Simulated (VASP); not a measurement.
# KF (Immm) in VASP: notebook, part 2 of 2

VASP 6.6.1.

### Step 3. Single point, PBE (strain +0.0562 x Voigt [0, 0, 0, 0, 1, 0])

INCAR reads:

```
PREC = Accurate ; ENCUT = 520
EDIFF = 1E-6 ; ISMEAR = 0
SIGMA = 0.05 ; LREAL = F
LASPH = T ; NELM = 60
ALGO = Normal ; ISIF = 2
LWAVE = F ; LCHARG = F
GGA = PE ; NBANDS = 15
```

KPOINTS reads:

```
regular mesh
0
Gamma
  8 8 8
```

POSCAR reads:

```
KF
1.0
    0.0751253500      2.6735000000      2.6735000000
    2.7486253500      0.0000000000      2.7486253500
    2.6735000000      2.6735000000      0.0751253500
K F
1 1
Direct
    0.0000000000      0.0000000000      0.0000000000
    0.5000000000      0.5000000000      0.5000000000
```

Potentials or basis: VASP PAW PBE potentials, release 64 (K_sv, F).

Launch:

```sh
cat potpaw_PBE.64/K_sv/POTCAR potpaw_PBE.64/F/POTCAR > POTCAR
mpirun -np 1 vasp_std > vasp.out
```

OUTCAR:

```text
PREC = Accurate
   ENCUT = 520
   EDIFF = 1E-6
   ISMEAR = 0
   LREAL = F
   LASPH = T
   NELM = 60
   ISIF = 2
   GGA = PE

 ion  position               nearest neighbor table
   1  0.000  0.000  0.000-   2 2.67   2 2.67   2 2.67   2 2.67   2 2.67   2 2.67
   2  0.500  0.500  0.500-   1 2.67   1 2.67   1 2.67   1 2.67   1 2.67   1 2.67

  LATTYP: Found a body centered orthorhombic cell.
 ALAT       =     3.6746566702
 B/A-ratio  =     1.0578248791
 C/A-ratio  =     1.4551019265

  Lattice vectors:

 A1 = (   0.0751253500,  -2.6735000000,   2.6735000000)
 A2 = (  -0.0751253500,  -2.6735000000,  -2.6735000000)
 A3 = (   2.6735000000,   2.6735000000,   0.0751253500)

Analysis of symmetry for initial positions (statically):
=====================================================================
 Subroutine PRICEL returns:
 Original cell was already a primitive cell.

 Routine SETGRP: Setting up the symmetry group for a
 body centered orthorhombic supercell.

 Subroutine GETGRP returns: Found  8 space group operations
 (whereof  8 operations were pure point group operations)
 out of a pool of  8 trial point group operations.

The static configuration has the point symmetry D_2h.

Analysis of symmetry for dynamics (positions and initial velocities):
=====================================================================
 Subroutine PRICEL returns:
 Original cell was already a primitive cell.

 Routine SETGRP: Setting up the symmetry group for a
 body centered orthorhombic supercell.

 Subroutine GETGRP returns: Found  8 space group operations
 (whereof  8 operations were pure point group operations)
 out of a pool of  8 trial point group operations.

The dynamic configuration has the point symmetry D_2h.

 Subroutine INISYM returns: Found  8 space group operations
 (whereof  8 operations are pure point group operations),
 and found     1 'primitive' translations

----------------------------------------------------------------------------------------

                                     Primitive cell

  volume of cell :      38.1881

  direct lattice vectors                    reciprocal lattice vectors
     0.075125350  2.673500000  2.673500000    -0.192427986  0.187020759  0.192427986
     2.748625350  0.000000000  2.748625350     0.181909113 -0.187020759  0.181909113
     2.673500000  2.673500000  0.075125350     0.192427986  0.187020759 -0.192427986

  length of vectors
     3.781646244  3.887143248  3.781646244     0.330202701  0.318054422  0.330202701

  position of ions in fractional coordinates (direct lattice)
     0.000000000  0.000000000  0.000000000
     0.500000000  0.500000000  0.500000000

  ion indices of the primitive-cell ions
   primitive index   ion index
                 1           1
                 2           2

----------------------------------------------------------------------------------------

 KPOINTS: regular mesh

Automatic generation of k-mesh.
 Grid dimensions read from file:
 generate k-points for:    8    8    8

 Generating k-lattice:
[... 24 lines left out ...]
  0.000000  0.125000  0.000000      4.000000
[... 16 lines left out ...]
  0.125000  0.375000  0.000000      8.000000
  0.250000  0.375000  0.000000      8.000000
 [... further k-points ...]
   k-points           NKPTS =     95   k-points in BZ     NKDIM =     95   number of bands    NBANDS=     15
   number of dos      NEDOS =    301   number of ions     NIONS =      2
   total plane-waves  NPLWV =  23520
   dimension x,y,z NGX =    28 NGY =   30 NGZ =   28
   dimension x,y,z NGXF=    56 NGYF=   60 NGZF=   56
   ions per type =               1   1
   NGX,Y,Z   is equivalent  to a cutoff of  12.31, 12.83, 12.31 a.u.
   NGXF,Y,Z  is equivalent  to a cutoff of  24.62, 25.66, 24.62 a.u.
 SYSTEM =  unknown system
   PREC   = accura    normal or accurate (medium, high low for compatibility)
   ISTART =      0    job   : 0-new  1-cont  2-samecut
   ICHARG =      2    charge: 1-file 2-atom 10-const
   ISPIN  =      1    spin polarized calculation?
   LNONCOLLINEAR =      F non collinear calculations
   LSORBIT =      F    spin-orbit coupling
   LASPH  =      T    aspherical Exc in radial PAW
   ENCUT  =  520.0 eV  38.22 Ry    6.18 a.u.   7.03  7.23  7.03*2*pi/ulx,y,z
   NELM   =     60;   NELMIN=  2; NELMDL= -5     # of ELM steps
   EDIFF  = 0.1E-05   stopping-criterion for ELM
   LREAL  =      F    real-space projection
   EDIFFG = 0.1E-04   stopping-criterion for IOM
   NSW    =      0    number of steps for IOM
   IBRION =     -1    ionic relax: 0-MD 1-quasi-New 2-CG
   NFREE  =      0    steps in history (QN), initial steepest desc. (CG)
   ISIF   =      2    stress and relaxation
   ISYM   =      2    0-nonsym 1-usesym 2-fastsym
   POTIM  = 0.5000    time-step for ionic-motion
   TEBEG  =    0.0;   TEEND  =   0.0 temperature during run
   PSTRESS=    0.0 pullay stress
   NELECT =      16.0000    total number of electrons
   NUPDOWN=      -1.0000    fix difference up-down
   EMIN   =  10.00;   EMAX   =-10.00  energy-range for DOS
   EFERMI =   0.00;   METHOD = LEGACY
   ISMEAR =     0;   SIGMA  =   0.05  broadening in eV -4-tet -1-fermi 0-gaus
   EFERMI_NEDOS =   21; number of points for ismear=-14 and -15
   IALGO  =     38    algorithm
   IMIX   =      4    mixing-type and parameters
     AMIX     =   0.40;   BMIX     =  1.00
     AMIX_MAG =   1.60;   BMIX_MAG =  1.00
  volume/ion in A,a.u.               =      19.09       128.85
  Fermi-wavevector in a.u.,A,eV,Ry     =   1.225008  2.314930 20.417516  1.500645
  Thomas-Fermi vector in A             =   2.360062
   LORBIT       =      0    0 simple, 1 ext, 2 COOP (PROOUT), +10 PAW based schemes
   GGA     = PE    functional components
   LHFCALC =     F    Hartree Fock is set to
   AEXX    =    0.0000 exact exchange contribution
   IVDW    =     0    specifies the selected vdW correction
   LEPSILON=     F    determine dielectric tensor
   LRPA    =     F    only Hartree local field effects (RPA)
 non-spin polarized calculation
 Gauss-broadening in eV      SIGMA  =   0.05
  energy-cutoff  :      520.00
  volume of cell :       38.19
 maximum number of plane-waves:      1049
   NGX = 15   NGY = 15   NGZ = 15

 number of electron      16.0000005 magnetization

 Free energy of the ion-electron system (eV)
  ---------------------------------------------------
  ext. energy  EPLUGINS =         0.00000000
  ---------------------------------------------------
  free energy    TOTEN  =        -8.28560188 eV

  energy without entropy =       -8.28560188  energy(sigma->0) =       -8.28560188

 E-fermi :  -2.4690     XC(G=0):  -8.4010

 val. band max:       -2.7698495335   @ k =   0.0000   0.0000   0.0000
 cond. band min:       3.3490485555   @ k =   0.0000   0.0000   0.0000
 fundamental gap:      6.1188980890
 Fermi energy:        -2.4690367013

 k-point     1 :       0.0000    0.0000    0.0000
  band No.  band energies     occupation
      1     -28.9574      2.00000
      2     -21.4578      2.00000
      3     -12.2175      2.00000
      4     -12.2090      2.00000
      5     -12.1942      2.00000
      6      -2.8255      2.00000
      7      -2.8034      2.00000
      8      -2.7698      2.00000
      9       3.3490      0.00000
     10       7.5927      0.00000
     11       7.8464      0.00000
     12       8.1532      0.00000
     13       9.5533      0.00000
     14       9.5574      0.00000
[... 401 lines left out ...]
      2     -21.4988      2.00000
      3     -12.4741      2.00000
      4     -12.3603      2.00000
      5     -12.3299      2.00000
      6      -3.2660      2.00000
      7      -2.9277      2.00000
      8      -2.8920      2.00000
      9       6.0062      0.00000
     10       6.1719      0.00000
     11       9.2088      0.00000
     12       9.7769      0.00000
     13      10.5148      0.00000
     14      10.6158      0.00000
     15      14.6613      0.00000

 [... further k-points ...]

------------------------ aborting loop because EDIFF is reached ----------------------------------------

  FORCE on cell =-STRESS in cart. coord.  units (eV):
  Direction    XX          YY          ZZ          XY          YZ          ZX
  --------------------------------------------------------------------------------------
  -------------------------------------------------------------------------------------
  Total        0.3244153      0.3110654      0.3244153      0.0000000      0.0000000     -0.1757405
  in kB       13.6108239     13.0507311     13.6108239      0.0000000      0.0000000     -7.3731831
  external PRESSURE =      13.4241263 kB  Pullay stress =       0.0000000 kB

 VOLUME and BASIS-vectors are now :
 -----------------------------------------------------------------------------
  energy-cutoff  :      520.00
  volume of cell :       38.19
      direct lattice vectors                 reciprocal lattice vectors
     0.075125350  2.673500000  2.673500000    -0.192427986  0.187020759  0.192427986
     2.748625350  0.000000000  2.748625350     0.181909113 -0.187020759  0.181909113
     2.673500000  2.673500000  0.075125350     0.192427986  0.187020759 -0.192427986

 POSITION                                       TOTAL-FORCE (eV/Angst)
 -----------------------------------------------------------------------------------
      0.00000      0.00000      0.00000        -0.000000      0.000000      0.000000
      2.74863      2.67350      2.74863         0.000000      0.000000     -0.000000
 -----------------------------------------------------------------------------------
    total drift:                                0.000000      0.000000      0.000000

  FREE ENERGIE OF THE ION-ELECTRON SYSTEM (eV)
  ---------------------------------------------------
  free  energy   TOTEN  =        -8.2856018800 eV

  energy  without entropy=       -8.2856018800  energy(sigma->0) =       -8.28560188
```

OSZICAR:

```text
N       E                     dE             d eps       ncg     rms          rms(c)
DAV:   1     0.109317804917E+03    0.10932E+03   -0.82228E+03  2858   0.103E+03
DAV:   2    -0.495777532832E+01   -0.11428E+03   -0.10445E+03  3722   0.280E+02
DAV:   3    -0.942825061229E+01   -0.44705E+01   -0.44472E+01  3774   0.498E+01
DAV:   4    -0.954835483500E+01   -0.12010E+00   -0.12009E+00  3830   0.764E+00
DAV:   5    -0.955017541868E+01   -0.18206E-02   -0.18206E-02  3852   0.791E-01    0.632E+00
DAV:   6    -0.831677950094E+01    0.12334E+01   -0.35011E+00  2990   0.147E+01    0.401E+00
DAV:   7    -0.828816184649E+01    0.28618E-01   -0.66393E-02  3599   0.224E+00    0.225E+00
DAV:   8    -0.828333817817E+01    0.48237E-02   -0.51008E-02  3158   0.223E+00    0.195E-01
DAV:   9    -0.828491439980E+01   -0.15762E-02   -0.38703E-03  3648   0.516E-01    0.123E-01
DAV:  10    -0.828547636960E+01   -0.56197E-03   -0.47233E-04  3039   0.187E-01    0.617E-02
DAV:  11    -0.828560309661E+01   -0.12673E-03   -0.12754E-04  3046   0.948E-02    0.199E-02
DAV:  12    -0.828560183629E+01    0.12603E-05   -0.12789E-05  3522   0.353E-02    0.414E-03
DAV:  13    -0.828560187996E+01   -0.43666E-07   -0.21435E-06  3123   0.131E-02
   1 F= -.82856019E+01 E0= -.82856019E+01  d E =-.108031E-19
```

Run time: 23 s. Hardware: 1 thread of Intel Xeon 6975P-C (Granite Rapids), shared host; peak memory 0.19 GiB.

Results:

```yaml
Free_energy: -8.2856 eV
Pressure: 1.3 GPa
Band_gap_on_the_k_mesh: 6.12 eV
```

Caveat: the cell differs from its parent crystal (strain +0.0562 x Voigt [0, 0, 0, 0, 1, 0]).

### Step 4. Single point, PBE (strain +0.0187 x Voigt [0, 0, 0, 0, 1, 0])

INCAR reads:

```
PREC = Accurate
ENCUT = 520
EDIFF = 1E-6
ISMEAR = 0
SIGMA = 0.05
LREAL = False
LASPH = True
NELM = 60
ALGO = Normal
ISIF = 2
LWAVE = False
LCHARG = False
GGA = PE
NBANDS = 15
```

KPOINTS is that of step 3.

POSCAR reads:

```
KF
1.0
    0.0249972250      2.6735000000      2.6735000000
    2.6984972250      0.0000000000      2.6984972250
    2.6735000000      2.6735000000      0.0249972250
K F
1 1
Direct
    0.0000000000      0.0000000000      0.0000000000
    0.5000000000      0.5000000000      0.5000000000
```

Launch:

```sh
cat potpaw_PBE.64/K_sv/POTCAR potpaw_PBE.64/F/POTCAR > POTCAR
mpirun -np 1 vasp_std > vasp.out
```

Wall time 21 s (1 thread of Intel Xeon 6975P-C (Granite Rapids), shared host); peak memory 0.18 GiB.

Results (log left out):

| Item | Value |
| --- | --- |
| Free energy | -8.2902 eV |
| Pressure | 1.4 GPa |
| Band gap on the k mesh | 6.15 eV |

Stress tensor (GPa, compression positive):
```
 1.36  0.00 -0.24
 0.00  1.35  0.00
-0.24  0.00  1.36
```

Levels at points of the mesh, in eV from the valence-band top:
```tsv
k point	band 5	band 6	band 7	band 8	band 9	band 10	band 11	band 12
(0.00, 0.00, 0.00)	-9.40	-0.02	-0.01	0.00	6.15	10.57	10.66	10.76
(0.50, 0.00, 0.00)	-9.44	-0.80	-0.38	-0.35	9.07	10.61	12.00	12.13
(0.00, 0.50, 0.00)	-9.44	-0.80	-0.35	-0.33	9.03	10.56	11.98	12.11
(0.50, 0.50, 0.00)	-9.61	-0.22	-0.07	-0.07	8.19	10.28	11.79	13.59
(0.50, 0.00, 0.50)	-9.60	-0.22	-0.08	-0.06	8.19	10.28	11.79	13.59
```

Caveat: the cell differs from its parent crystal (strain +0.0187 x Voigt [0, 0, 0, 0, 1, 0]). A k mesh can miss the band edges.

### Step 5. Overview

| cell | gap on the mesh (eV) | pressure (GPa) |
| --- | --- | --- |
| a = 3.781, b = 3.852 Å, angles 59.4, 58.8, 59.4°, 2 atoms | 6.13 | 1.4 |
| a = 3.782, b = 3.887 Å, angles 59.1, 58.1, 59.1°, 2 atoms | 6.12 | 1.3 |
| a = 3.781, b = 3.816 Å, angles 59.7, 59.4, 59.7°, 2 atoms | 6.15 | 1.4 |

Alike in all rows: task single point; level PBE; potentials or basis VASP PAW PBE potentials, release 64 (K_sv, F); no spin polarisation; k mesh 8 × 8 × 8; cutoff (eV) 520; smearing gaussian 0.05 eV.

Absolute energies hang on the potentials; compare differences alone.
